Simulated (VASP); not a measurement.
# CuI (I-4m2) in VASP: single point with PBE

Aim: the single point of CuI with PBE.

Everything below comes from runs of VASP 6.6.1. Logs are shortened: lines on timing, memory, paths and dates and some standing lists are left out, and cuts for length are marked.

### Step 1. The cell of the first run

The structure is tetragonal, space group I-4m2 (No. 119). The conventional cell has a = 4.331 Å, b = 4.331 Å, c = 5.942 Å, α = 90.00°, β = 90.00°, γ = 90.00°. Within 3.5 Å of Cu (site symmetry -4m2) lie 4 I at 2.63 Å. I (site symmetry -4m2) has 4 Cu at 2.63 Å within 3.5 Å.

### Step 2. Single point, PBE (z stretched by -2 % at fixed volume)

Input file INCAR:

```
PREC = Accurate
ENCUT = 520
EDIFF = 1E-6
ISMEAR = -1
SIGMA = 0.03
LREAL = F
LASPH = T
NELM = 100
ALGO = Normal
ISIF = 2
LWAVE = F
LCHARG = F
GGA = PE
NBANDS = 16
```

Input file KPOINTS:

```
Automatic mesh
0
Gamma
  9 9 9
```

Input file POSCAR:

```
CuI
1.0
    0.0000000000      3.0622774390      2.9708700000
    3.0622774390      0.0000000000      2.9708700000
    3.0622774390      3.0622774390      0.0000000000
Cu I
1 1
Direct
    0.7500000000      0.7500000000      0.7500000000
    0.0000000000      0.0000000000      0.0000000000
```

Potentials or basis: VASP PAW PBE potentials, release 64 (Cu, I).

The run is started by

```bash
$ cat potpaw_PBE.64/Cu/POTCAR potpaw_PBE.64/I/POTCAR > POTCAR
$ mpirun -np 1 vasp_std > vasp.out
```

OUTCAR:

```text
PREC = Accurate
   ENCUT = 520
   EDIFF = 1E-6
   ISMEAR = -1
   LREAL = F
   LASPH = T
   NELM = 100
   ISIF = 2
   GGA = PE

 ion  position               nearest neighbor table
   1  0.750  0.750  0.750-   2 2.63   2 2.63   2 2.63   2 2.63
   2  0.000  0.000  0.000-   1 2.63   1 2.63   1 2.63   1 2.63

  LATTYP: Found a body centered tetragonal cell.
 ALAT       =     4.3307142860
 C/A-ratio  =     1.3719999999

  Lattice vectors:

 A1 = (   0.0000000000,  -3.0622774390,  -2.9708700000)
 A2 = (   0.0000000000,   3.0622774390,  -2.9708700000)
 A3 = (   3.0622774390,   0.0000000000,   2.9708700000)

Analysis of symmetry for initial positions (statically):
=====================================================================
 Subroutine PRICEL returns:
 Original cell was already a primitive cell.

 Routine SETGRP: Setting up the symmetry group for a
 body centered tetragonal supercell.

 Subroutine GETGRP returns: Found  8 space group operations
 (whereof  8 operations were pure point group operations)
 out of a pool of 16 trial point group operations.

The static configuration has the point symmetry D_2d.

Analysis of symmetry for dynamics (positions and initial velocities):
=====================================================================
 Subroutine PRICEL returns:
 Original cell was already a primitive cell.

 Routine SETGRP: Setting up the symmetry group for a
 body centered tetragonal supercell.

 Subroutine GETGRP returns: Found  8 space group operations
 (whereof  8 operations were pure point group operations)
 out of a pool of 16 trial point group operations.

The dynamic configuration has the point symmetry D_2d.

 Subroutine INISYM returns: Found  8 space group operations
 (whereof  8 operations are pure point group operations),
 and found     1 'primitive' translations

----------------------------------------------------------------------------------------

                                     Primitive cell

  volume of cell :      55.7189

  direct lattice vectors                    reciprocal lattice vectors
     0.000000000  3.062277439  2.970870000    -0.163277172  0.163277172  0.168300868
     3.062277439  0.000000000  2.970870000     0.163277172 -0.163277172  0.168300868
     3.062277439  3.062277439  0.000000000     0.163277172  0.163277172 -0.168300868

[... 73 lines left out ...]
 SYSTEM =  unknown system
   PREC   = accura    normal or accurate (medium, high low for compatibility)
   ISTART =      0    job   : 0-new  1-cont  2-samecut
   ICHARG =      2    charge: 1-file 2-atom 10-const
   ISPIN  =      1    spin polarized calculation?
   LNONCOLLINEAR =      F non collinear calculations
   LSORBIT =      F    spin-orbit coupling
   LASPH  =      T    aspherical Exc in radial PAW
   ENCUT  =  520.0 eV  38.22 Ry    6.18 a.u.   7.93  7.93  8.05*2*pi/ulx,y,z
   NELM   =    100;   NELMIN=  2; NELMDL= -5     # of ELM steps
   EDIFF  = 0.1E-05   stopping-criterion for ELM
   LREAL  =      F    real-space projection
   EDIFFG = 0.1E-04   stopping-criterion for IOM
   NSW    =      0    number of steps for IOM
   IBRION =     -1    ionic relax: 0-MD 1-quasi-New 2-CG
   NFREE  =      0    steps in history (QN), initial steepest desc. (CG)
   ISIF   =      2    stress and relaxation
   ISYM   =      2    0-nonsym 1-usesym 2-fastsym
   POTIM  = 0.5000    time-step for ionic-motion
   TEBEG  =    0.0;   TEEND  =   0.0 temperature during run
   PSTRESS=    0.0 pullay stress
   NELECT =      18.0000    total number of electrons
   NUPDOWN=      -1.0000    fix difference up-down
   EMIN   =  10.00;   EMAX   =-10.00  energy-range for DOS
   EFERMI =   0.00;   METHOD = LEGACY
   ISMEAR =    -1;   SIGMA  =   0.03  broadening in eV -4-tet -1-fermi 0-gaus
   EFERMI_NEDOS =   21; number of points for ismear=-14 and -15
   IALGO  =     38    algorithm
   IMIX   =      4    mixing-type and parameters
     AMIX     =   0.40;   BMIX     =  1.00
     AMIX_MAG =   1.60;   BMIX_MAG =  1.00
  volume/ion in A,a.u.               =      27.86       188.00
  Fermi-wavevector in a.u.,A,eV,Ry     =   1.123306  2.122741 17.168055  1.261816
  Thomas-Fermi vector in A             =   2.259971
   LORBIT       =      0    0 simple, 1 ext, 2 COOP (PROOUT), +10 PAW based schemes
   GGA     = PE    functional components
   LHFCALC =     F    Hartree Fock is set to
   AEXX    =    0.0000 exact exchange contribution
   IVDW    =     0    specifies the selected vdW correction
   LEPSILON=     F    determine dielectric tensor
   LRPA    =     F    only Hartree local field effects (RPA)
 non-spin polarized calculation
  energy-cutoff  :      520.00
  volume of cell :       55.72
 maximum number of plane-waves:      1518
   NGX = 15   NGY = 15   NGZ = 17

 number of electron      18.0000014 magnetization

 Free energy of the ion-electron system (eV)
  ---------------------------------------------------
  ext. energy  EPLUGINS =         0.00000000
  ---------------------------------------------------
  free energy    TOTEN  =        -5.56035656 eV

  energy without entropy =       -5.56035656  energy(sigma->0) =       -5.56035656

 E-fermi :   5.0308     XC(G=0):  -8.9379

 val. band max:        4.4580252413   @ k =   0.0000   0.0000   0.0000
 cond. band min:       5.5705558215   @ k =   0.0000   0.0000   0.0000
 fundamental gap:      1.1125305802
 Fermi energy:         5.0308375005

 k-point     1 :       0.0000    0.0000    0.0000
  band No.  band energies     occupation
      1      -9.5790      2.00000
      2       0.7835      2.00000
      3       0.7835      2.00000
      4       0.8171      2.00000
      5       2.5679      2.00000
      6       2.5925      2.00000
[... 433 lines left out ...]
      3       0.6105      2.00000
      4       0.6105      2.00000
      5       2.5252      2.00000
      6       2.6630      2.00000
[... 8 lines left out ...]
     15      15.5232      0.00000
     16      16.8429      0.00000

 [... further k-points ...]
[... 5 lines left out ...]
  --------------------------------------------------------------------------------------
  -------------------------------------------------------------------------------------
  Total        0.0335723      0.0335723      0.2099238      0.0000000      0.0000000     -0.0000000
  in kB        0.9653579      0.9653579      6.0362817      0.0000000      0.0000000     -0.0000000
  external PRESSURE =       2.6556658 kB  Pullay stress =       0.0000000 kB

 VOLUME and BASIS-vectors are now :
 -----------------------------------------------------------------------------
  energy-cutoff  :      520.00
  volume of cell :       55.72
      direct lattice vectors                 reciprocal lattice vectors
     0.000000000  3.062277439  2.970870000    -0.163277172  0.163277172  0.168300868
     3.062277439  0.000000000  2.970870000     0.163277172 -0.163277172  0.168300868
     3.062277439  3.062277439  0.000000000     0.163277172  0.163277172 -0.168300868

 POSITION                                       TOTAL-FORCE (eV/Angst)
 -----------------------------------------------------------------------------------
      4.59342      4.59342      4.45631        -0.000000     -0.000000      0.000000
      0.00000      0.00000      0.00000         0.000000      0.000000      0.000000
 -----------------------------------------------------------------------------------
    total drift:                               -0.000001     -0.000001     -0.000001

  FREE ENERGIE OF THE ION-ELECTRON SYSTEM (eV)
  ---------------------------------------------------
  free  energy   TOTEN  =        -5.5603565602 eV

  energy  without entropy=       -5.5603565601  energy(sigma->0) =       -5.56035656
```

It took 1.9 min on 1 thread of AMD EPYC 7R13, shared host; peak memory 0.19 GiB.

What came out:

- Free energy: -5.5604 eV
- Pressure: 0.3 GPa
- Band gap on the k mesh: 1.11 eV, direct

Stress tensor (GPa, compression positive):
```
0.10 0.00 0.00
0.00 0.10 0.00
0.00 0.00 0.60
```

Caveat: spin-orbit coupling is left out, which moves the levels of the heavy elements.
